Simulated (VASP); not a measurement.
# Ba (Fd-3m) in VASP: notebook

Runs on Ba. Level: PBEsol. Tasks: single point, relaxation of cell and atoms.

Everything below comes from runs of VASP 6.6.1. Logs are shortened: lines on timing, memory, paths and dates and some standing lists are left out, and cuts for length are marked.

### 1 The cell of the first run

The structure is cubic, space group Fd-3m (No. 227). Conventional cell: a = 7.604 Å, b = 7.604 Å, c = 7.604 Å, α = 90.00°, β = 90.00°, γ = 90.00°. Within 4.3 Å of Ba (site symmetry -43m) lie 4 Ba at 3.29 Å.

### 2 Single point, PBEsol (volume scaled by 1.08)

Contents of INCAR:

```
ALGO     = Normal         # electronic algorithm
EDIFF    = 1E-6           # SCF threshold, eV
ENCUT    = 520            # plane-wave cutoff, eV
GGA      = PS             # functional
ISIF     = 2              # what is computed and relaxed
ISMEAR   = -1             # smearing method
LASPH    = T              # aspherical terms in the spheres
LCHARG   = F              # write CHGCAR
LREAL    = F              # projectors in reciprocal space
LWAVE    = F              # write WAVECAR
NBANDS   = 17             # bands
NELM     = 60             # most SCF steps
PREC     = Accurate       # precision mode
SIGMA    = 0.1            # smearing width, eV
```

Contents of KPOINTS:

```
k-points
0
Gamma
  8 8 8
```

Contents of POSCAR:

```
Ba
1.0
    0.0000000000      3.8022092541      3.8022092541
    3.8022092541      0.0000000000      3.8022092541
    3.8022092541      3.8022092541      0.0000000000
Ba
2
Direct
    0.1250000000      0.1250000000      0.1250000000
    0.8750000000      0.8750000000      0.8750000000
```

Potentials or basis: VASP PAW PBE potentials, release 64 (Ba_sv).

Started as:

```console
cat potpaw_PBE.64/Ba_sv/POTCAR > POTCAR
mpirun -np 1 vasp_std > vasp.out
```

OUTCAR:

```text
EDIFF = 1E-6
   ENCUT = 520
   GGA = PS
   ISIF = 2
   ISMEAR = -1
   LASPH = T
   LREAL = F
   NELM = 60
   PREC = Accurate

 ion  position               nearest neighbor table
   1  0.125  0.125  0.125-   2 3.29   2 3.29   2 3.29   2 3.29
   2  0.875  0.875  0.875-   1 3.29   1 3.29   1 3.29   1 3.29

  LATTYP: Found a face centered cubic cell.
 ALAT       =     7.6044185082

  Lattice vectors:

 A1 = (   0.0000000000,   3.8022092541,   3.8022092541)
 A2 = (   3.8022092541,   0.0000000000,   3.8022092541)
 A3 = (   3.8022092541,   3.8022092541,   0.0000000000)

Analysis of symmetry for initial positions (statically):
=====================================================================
 Subroutine PRICEL returns:
 Original cell was already a primitive cell.

 Routine SETGRP: Setting up the symmetry group for a
 face centered cubic supercell.

 Subroutine GETGRP returns: Found 48 space group operations
 (whereof 12 operations were pure point group operations)
 out of a pool of 48 trial point group operations.

The static configuration has the point symmetry D_3d.
 The point group associated with its full space group is O_h .

Analysis of symmetry for dynamics (positions and initial velocities):
=====================================================================
 Subroutine PRICEL returns:
 Original cell was already a primitive cell.

 Routine SETGRP: Setting up the symmetry group for a
 face centered cubic supercell.

 Subroutine GETGRP returns: Found 48 space group operations
 (whereof 12 operations were pure point group operations)
 out of a pool of 48 trial point group operations.

The dynamic configuration has the point symmetry D_3d.
 The point group associated with its full space group is O_h .

 Subroutine INISYM returns: Found 48 space group operations
 (whereof 12 operations are pure point group operations),
 and found     1 'primitive' translations

----------------------------------------------------------------------------------------

                                     Primitive cell

  volume of cell :     109.9355

  direct lattice vectors                    reciprocal lattice vectors
     0.000000000  3.802209254  3.802209254    -0.131502494  0.131502494  0.131502494
     3.802209254  0.000000000  3.802209254     0.131502494 -0.131502494  0.131502494
     3.802209254  3.802209254  0.000000000     0.131502494  0.131502494 -0.131502494

  length of vectors
     5.377135894  5.377135894  5.377135894     0.227769001  0.227769001  0.227769001

  position of ions in fractional coordinates (direct lattice)
     0.125000000  0.125000000  0.125000000
     0.875000000  0.875000000  0.875000000

  ion indices of the primitive-cell ions
   primitive index   ion index
                 1           1
                 2           2

----------------------------------------------------------------------------------------

 KPOINTS: k-points

Automatic generation of k-mesh.
 Grid dimensions read from file:
 generate k-points for:    8    8    8

 Generating k-lattice:

  Cartesian coordinates                     Fractional coordinates (reciprocal lattice)
    -0.016437812  0.016437812  0.016437812     0.125000000  0.000000000  0.000000000
     0.016437812 -0.016437812  0.016437812     0.000000000  0.125000000  0.000000000
     0.016437812  0.016437812 -0.016437812     0.000000000  0.000000000  0.125000000

  Length of vectors
     0.028471125  0.028471125  0.028471125

  Shift w.r.t. Gamma in fractional coordinates (k-lattice)
     0.000000000  0.000000000  0.000000000

 Subroutine IBZKPT returns following result:
 ===========================================

 Found     29 irreducible k-points:

 Following reciprocal coordinates:
            Coordinates               Weight
  0.000000  0.000000  0.000000      1.000000
  0.125000  0.000000  0.000000      8.000000
  0.250000  0.000000  0.000000      8.000000
  0.375000  0.000000  0.000000      8.000000
  0.500000  0.000000  0.000000      4.000000
  0.125000  0.125000  0.000000      6.000000
[... 16 lines left out ...]
  0.500000  0.250000  0.125000     48.000000
 -0.375000  0.250000  0.125000     24.000000
 [... further k-points ...]
   k-points           NKPTS =     29   k-points in BZ     NKDIM =     29   number of bands    NBANDS=     17
   number of dos      NEDOS =    301   number of ions     NIONS =      2
   total plane-waves  NPLWV =  64000
   dimension x,y,z NGX =    40 NGY =   40 NGZ =   40
   dimension x,y,z NGXF=    80 NGYF=   80 NGZF=   80
   ions per type =               2
   NGX,Y,Z   is equivalent  to a cutoff of  12.37, 12.37, 12.37 a.u.
   NGXF,Y,Z  is equivalent  to a cutoff of  24.73, 24.73, 24.73 a.u.
 SYSTEM =  unknown system
   PREC   = accura    normal or accurate (medium, high low for compatibility)
   ISTART =      0    job   : 0-new  1-cont  2-samecut
   ICHARG =      2    charge: 1-file 2-atom 10-const
   ISPIN  =      1    spin polarized calculation?
   LNONCOLLINEAR =      F non collinear calculations
   LSORBIT =      F    spin-orbit coupling
   LASPH  =      T    aspherical Exc in radial PAW
   ENCUT  =  520.0 eV  38.22 Ry    6.18 a.u.  10.00 10.00 10.00*2*pi/ulx,y,z
   NELM   =     60;   NELMIN=  2; NELMDL= -5     # of ELM steps
   EDIFF  = 0.1E-05   stopping-criterion for ELM
   LREAL  =      F    real-space projection
   EDIFFG = 0.1E-04   stopping-criterion for IOM
   NSW    =      0    number of steps for IOM
   IBRION =     -1    ionic relax: 0-MD 1-quasi-New 2-CG
   NFREE  =      0    steps in history (QN), initial steepest desc. (CG)
   ISIF   =      2    stress and relaxation
   ISYM   =      2    0-nonsym 1-usesym 2-fastsym
   POTIM  = 0.5000    time-step for ionic-motion
   TEBEG  =    0.0;   TEEND  =   0.0 temperature during run
   PSTRESS=    0.0 pullay stress
   NELECT =      20.0000    total number of electrons
   NUPDOWN=      -1.0000    fix difference up-down
   EMIN   =  10.00;   EMAX   =-10.00  energy-range for DOS
   EFERMI =   0.00;   METHOD = LEGACY
   ISMEAR =    -1;   SIGMA  =   0.10  broadening in eV -4-tet -1-fermi 0-gaus
   EFERMI_NEDOS =   21; number of points for ismear=-14 and -15
   IALGO  =     38    algorithm
   IMIX   =      4    mixing-type and parameters
     AMIX     =   0.40;   BMIX     =  1.00
     AMIX_MAG =   1.60;   BMIX_MAG =  1.00
  volume/ion in A,a.u.               =      54.97       370.94
  Fermi-wavevector in a.u.,A,eV,Ry     =   0.927624  1.752956 11.707636  0.860487
  Thomas-Fermi vector in A             =   2.053714
   LORBIT       =      0    0 simple, 1 ext, 2 COOP (PROOUT), +10 PAW based schemes
   GGA     = PS    functional components
   LHFCALC =     F    Hartree Fock is set to
   AEXX    =    0.0000 exact exchange contribution
   IVDW    =     0    specifies the selected vdW correction
   LEPSILON=     F    determine dielectric tensor
   LRPA    =     F    only Hartree local field effects (RPA)
 non-spin polarized calculation
  energy-cutoff  :      520.00
  volume of cell :      109.94
 maximum number of plane-waves:      2996
   NGX = 19   NGY = 19   NGZ = 19

 number of electron      19.9999998 magnetization

 Free energy of the ion-electron system (eV)
  ---------------------------------------------------
  ext. energy  EPLUGINS =         0.00000000
  ---------------------------------------------------
  free energy    TOTEN  =        -2.50393335 eV

  energy without entropy =       -2.42881576  energy(sigma->0) =       -2.46637455

 E-fermi :   1.6717     XC(G=0):  -7.8344

 val. band max:        1.6678517756   @ k =  -0.3750   0.1250   0.0000
 cond. band min:       1.6867885501   @ k =  -0.3750   0.1250   0.0000
 fundamental gap:      0.0189367746
 Fermi energy:         1.6717082854

 k-point     1 :       0.0000    0.0000    0.0000
  band No.  band energies     occupation
      1     -27.6948      2.00000
      2     -26.9278      2.00000
      3     -13.2298      2.00000
      4     -13.2298      2.00000
      5     -13.2298      2.00000
      6     -11.9708      2.00000
[... 9 lines left out ...]
     16       4.6886      0.00000
     17       4.6886      0.00000

 k-point     2 :       0.1250    0.0000    0.0000
  band No.  band energies     occupation
      1     -27.6746      2.00000
      2     -26.9512      2.00000
      3     -13.2563      2.00000
      4     -13.2563      2.00000
      5     -13.2327      2.00000
      6     -11.9627      2.00000
[... 9 lines left out ...]
     16       4.6117      0.00000
     17       4.6117      0.00000

 k-point     3 :       0.2500    0.0000    0.0000
  band No.  band energies     occupation
      1     -27.6194      2.00000
      2     -27.0139      2.00000
      3     -13.3152      2.00000
      4     -13.3152      2.00000
      5     -13.2431      2.00000
      6     -11.9375      2.00000
[... 9 lines left out ...]
     16       4.7274      0.00000
     17       4.7274      0.00000

 k-point     4 :       0.3750    0.0000    0.0000
  band No.  band energies     occupation
      1     -27.5499      2.00000
      2     -27.0909      2.00000
      3     -13.3686      2.00000
      4     -13.3686      2.00000
      5     -13.2579      2.00000
      6     -11.9050      2.00000
[... 9 lines left out ...]
     16       5.3534      0.00000
     17       5.3534      0.00000
[... 343 lines left out ...]
      1     -27.5695      2.00000
      2     -27.0694      2.00000
      3     -13.4526      2.00000
      4     -13.3848      2.00000
      5     -13.0676      2.00000
      6     -12.1224      2.00000
[... 9 lines left out ...]
     16       4.5462      0.00000
     17       4.6241      0.00000

 k-point    23 :       0.5000    0.2500    0.1250
  band No.  band energies     occupation
      1     -27.4991      2.00000
      2     -27.1458      2.00000
      3     -13.5259      2.00000
      4     -13.4315      2.00000
      5     -12.9976      2.00000
      6     -12.1735      2.00000
[... 9 lines left out ...]
     16       4.5301      0.00000
     17       5.2759      0.00000

 k-point    24 :      -0.3750    0.2500    0.1250
  band No.  band energies     occupation
      1     -27.4588      2.00000
      2     -27.1886      2.00000
      3     -13.5521      2.00000
      4     -13.4529      2.00000
      5     -12.9675      2.00000
      6     -12.1943      2.00000
[... 9 lines left out ...]
     16       4.7898      0.00000
     17       5.1656      0.00000

 [... further k-points ...]

------------------------ aborting loop because EDIFF is reached ----------------------------------------

  FORCE on cell =-STRESS in cart. coord.  units (eV):
  Direction    XX          YY          ZZ          XY          YZ          ZX
  --------------------------------------------------------------------------------------
  -------------------------------------------------------------------------------------
  Total       -0.2194661     -0.2194661     -0.2194661      0.0000000      0.0000000      0.0000000
  in kB       -3.1984529     -3.1984529     -3.1984529      0.0000000      0.0000000      0.0000000
  external PRESSURE =      -3.1984529 kB  Pullay stress =       0.0000000 kB

 VOLUME and BASIS-vectors are now :
 -----------------------------------------------------------------------------
  energy-cutoff  :      520.00
  volume of cell :      109.94
      direct lattice vectors                 reciprocal lattice vectors
     0.000000000  3.802209254  3.802209254    -0.131502494  0.131502494  0.131502494
     3.802209254  0.000000000  3.802209254     0.131502494 -0.131502494  0.131502494
     3.802209254  3.802209254  0.000000000     0.131502494  0.131502494 -0.131502494

 POSITION                                       TOTAL-FORCE (eV/Angst)
 -----------------------------------------------------------------------------------
      0.95055      0.95055      0.95055         0.000000      0.000000      0.000000
      6.65387      6.65387      6.65387        -0.000000     -0.000000     -0.000000
 -----------------------------------------------------------------------------------
    total drift:                                0.000000      0.000000     -0.000000

  FREE ENERGIE OF THE ION-ELECTRON SYSTEM (eV)
  ---------------------------------------------------
  free  energy   TOTEN  =        -2.5039333456 eV

  energy  without entropy=       -2.4288157563  energy(sigma->0) =       -2.46637455
```

Run time: 23 s. Hardware: 1 thread of Intel Xeon Platinum 8488C (Sapphire Rapids), shared host; peak memory 0.24 GiB.

What came out:

* Free energy: -2.5039 eV
* Pressure: -0.3 GPa
* Band gap on the k mesh: zero (band 10 reaches 1.82 eV, above the bottom of band 11 at 1.67 eV)

Caveat: the cell differs from its parent crystal (volume scaled by 1.08); the PAW data sets were made with another functional, which shifts forces and pressure a little; spin-orbit coupling is left out, which moves the levels of the heavy elements.

### 3 Single point, PBEsol (volume scaled by 1.12)

Contents of INCAR:

```
PREC = Accurate
ENCUT = 520
EDIFF = 1E-6
ISMEAR = -1
SIGMA = 0.1
LREAL = F
LASPH = T
NELM = 80
ALGO = Normal
ISIF = 2
LWAVE = F
LCHARG = F
GGA = PS
NBANDS = 17
```

Contents of KPOINTS:

```
regular mesh
0
Gamma
  8 8 8
```

Contents of POSCAR:

```
Ba
1.0
    0.0000000000      3.8485822299      3.8485822299
    3.8485822299      0.0000000000      3.8485822299
    3.8485822299      3.8485822299      0.0000000000
Ba
2
Direct
    0.1250000000      0.1250000000      0.1250000000
    0.8750000000      0.8750000000      0.8750000000
```

Potentials or basis: VASP PAW PBE potentials, release 64 (Ba_sv).

Started as:

```console
cat potpaw_PBE.64/Ba_sv/POTCAR > POTCAR
mpirun -np 1 vasp_std > vasp.out
```

Wall time 24 s (1 thread of Intel Xeon Platinum 8488C (Sapphire Rapids), shared host); peak memory 0.25 GiB.

Results (log left out):

```yaml
Free_energy: -2.4919 eV
Pressure: -0.6 GPa
Band_gap_on_the_k_mesh: zero (band 10 reaches 1.72 eV, above the bottom of band 11 at 1.56 eV)
```

Levels at points of the mesh, in eV from the Fermi level:
```
           k point  band 8  band 9  band 10  band 11  band 12  band 13
(0.00, 0.00, 0.00)  -13.73   -2.14     0.16     0.16     1.26     1.26
(0.50, 0.00, 0.00)  -13.54   -0.28    -0.18     0.24     0.24     0.98
(0.50, 0.50, 0.00)  -13.35   -0.70    -0.70     1.02     1.02     1.59
```

Caveat: the cell differs from its parent crystal (volume scaled by 1.12); the PAW data sets were made with another functional, which shifts forces and pressure a little; spin-orbit coupling is left out, which moves the levels of the heavy elements.

### 4 Single point, PBEsol

This run uses another cell than the first one, of 50.90 Å³/atom, 0.926 times its volume.

Contents of INCAR:

```
PREC = Accurate ; ENCUT = 520
EDIFF = 1E-7 ; ISMEAR = -1
SIGMA = 0.1 ; LREAL = False
LASPH = True ; NELM = 60
ALGO = Normal ; ISIF = 2
LWAVE = False ; LCHARG = True
GGA = PS ; LELF = True
LVHAR = True ; NBANDS = 17
```

Contents of KPOINTS:

```
regular mesh
0
Gamma
  12 12 12
```

Contents of POSCAR:

```
Ba
1.0
    0.0000000000      3.7059091011      3.7059091011
    3.7059091011      0.0000000000      3.7059091011
    3.7059091011      3.7059091011      0.0000000000
Ba
2
Direct
    0.1250000000      0.1250000000      0.1250000000
    0.8750000000      0.8750000000      0.8750000000
```

Started as:

```console
cat potpaw_PBE.64/Ba_sv/POTCAR > POTCAR
mpirun -np 1 vasp_std > vasp.out
```

Run time: 58 s. Hardware: 1 thread of Intel Xeon Platinum 8488C (Sapphire Rapids), shared host; peak memory 0.29 GiB.

Results (log left out):

```yaml
Free_energy: -2.4992 eV
Pressure: 0.7 GPa
Band_gap_on_the_k_mesh: zero (band 10 reaches 2.09 eV, above the bottom of band 11 at 1.89 eV)
```

Levels at points of the mesh, in eV from the Fermi level:
```
           k point  band 8  band 9  band 10  band 11  band 12  band 13
(0.00, 0.00, 0.00)  -13.45   -2.05     0.14     0.14     1.50     1.50
(0.50, 0.00, 0.00)  -13.20   -0.19    -0.02     0.26     0.26     1.10
(0.50, 0.50, 0.00)  -12.93   -0.78    -0.78     1.13     1.13     2.21
```

Caveat: the PAW data sets were made with another functional, which shifts forces and pressure a little; spin-orbit coupling is left out, which moves the levels of the heavy elements.

### 5 Relaxation of cell and atoms, PBEsol

This run uses another cell than the first one, of 84.37 Å³/atom, 1.535 times its volume.

Contents of INCAR:

```
  PREC = Accurate
  ENCUT = 600
  EDIFF = 1E-6
  ISMEAR = -1
  SIGMA = 0.1
  LREAL = False
  LASPH = True
  NELM = 100
  ALGO = Normal
  ISIF = 3
  LWAVE = False
  LCHARG = False
  GGA = PS
  IBRION = 2
  NSW = 80
  EDIFFG = -0.01
```

Contents of KPOINTS:

```
Automatic mesh
0
Gamma
  6 6 6
```

Contents of POSCAR:

```
Ba
1.0
    0.0000000000      4.3860266073      4.3860266073
    4.3860266073      0.0000000000      4.3860266073
    4.3860266073      4.3860266073      0.0000000000
Ba
2
Direct
    0.1250000000      0.1250000000      0.1250000000
    0.8750000000      0.8750000000      0.8750000000
```

Started as:

```console
cat potpaw_PBE.64/Ba_sv/POTCAR > POTCAR
mpirun -np 1 vasp_std > vasp.out
```

It took 4.1 min on 1 thread of Intel Xeon Platinum 8488C (Sapphire Rapids), shared host; peak memory 0.4 GiB.

Results (log left out):

```yaml
Free_energy: -2.5005 eV
Relaxed_volume: 53.52 Å³/atom
Relaxed_cell: a = 5.329 Å, b = 5.329 Å, c = 5.329 Å, α = 60.00°, β = 60.00°, γ = 60.00°
Space_group_after_relaxing_to_0.05_Å: Fd-3m (No. 227)
Energy_gained_by_relaxing: 134.5 meV/atom
Ionic_steps: 11
Pressure_after_relaxing: 0.0 GPa
Band_gap_on_the_k_mesh: zero (band 10 reaches 1.90 eV, above the bottom of band 11 at 1.77 eV)
```

Step by step:
```tsv
step	energy change (eV)	largest force (eV/Å)	pressure (GPa)	volume (Å³)
1	0.0000	0.0000	-0.50	168.75
2	-0.0203	0.0000	-0.52	162.36
3	-0.0909	0.0000	-0.79	144.16
4	-0.2616	0.0000	-0.46	111.94
5	2.4550	0.0000	35.29	62.64
6	-0.2649	0.0000	-0.32	110.61
7	-0.2688	0.0000	-0.06	107.64
8	0.1309	0.0000	7.37	83.12
9	-0.2689	0.0000	0.05	106.60
10	-0.2689	0.0000	-0.04	107.33
11	-0.2689	0.0000	0.00	107.03
```

Final structure:
```xyz
2
Lattice="0.0000 3.7684 3.7684 3.7684 0.0000 3.7684 3.7684 3.7684 0.0000" Properties=species:S:1:pos:R:3 pbc="T T T"
Ba    0.9421    0.9421    0.9421
Ba    6.5948    6.5948    6.5948
```

Levels at points of the mesh, in eV from the Fermi level:
| k point | band 7 | band 8 | band 9 | band 10 | band 11 | band 12 | band 13 | band 14 |
| --- | --- | --- | --- | --- | --- | --- | --- | --- |
| (0.00, 0.00, 0.00) | -13.57 | -13.57 | -2.09 | 0.15 | 0.15 | 1.40 | 1.40 | 1.40 |
| (0.50, 0.00, 0.00) | -13.35 | -13.35 | -0.18 | -0.13 | 0.25 | 0.25 | 1.05 | 1.05 |
| (0.50, 0.50, 0.00) | -13.12 | -13.12 | -0.74 | -0.74 | 1.09 | 1.09 | 1.93 | 1.93 |

Caveat: the volume moved by over 15 % at a fixed basis, so the end points are rough; the PAW data sets were made with another functional, which shifts forces and pressure a little; spin-orbit coupling is left out, which moves the levels of the heavy elements.

### 6 The runs side by side

```tsv
task	cell	k mesh	cutoff (eV)	gap on the mesh (eV)	pressure (GPa)
single point	a = 5.377 Å, angles 60.0°, 2 atoms	8 × 8 × 8	520	none	-0.3
single point	a = 5.443 Å, angles 60.0°, 2 atoms	8 × 8 × 8	520	none	-0.6
single point	a = 5.241 Å, angles 60.0°, 2 atoms	12 × 12 × 12	520	none	0.7
relaxation of cell and atoms	relaxed from a = 6.203 Å, angles 60.0°, 2 atoms	6 × 6 × 6	600	none	0.0
```

Alike in all rows: level PBEsol; potentials or basis VASP PAW PBE potentials, release 64 (Ba_sv); no spin polarisation; smearing fermi-dirac 0.1 eV.

Caveats: the PAW data sets were made with another functional, which shifts forces and pressure a little; spin-orbit coupling is left out, which moves the levels of the heavy elements; the volume moved by over 15 % at a fixed basis, so the end points are rough (some runs).

Absolute energies hang on the potentials; compare differences alone.
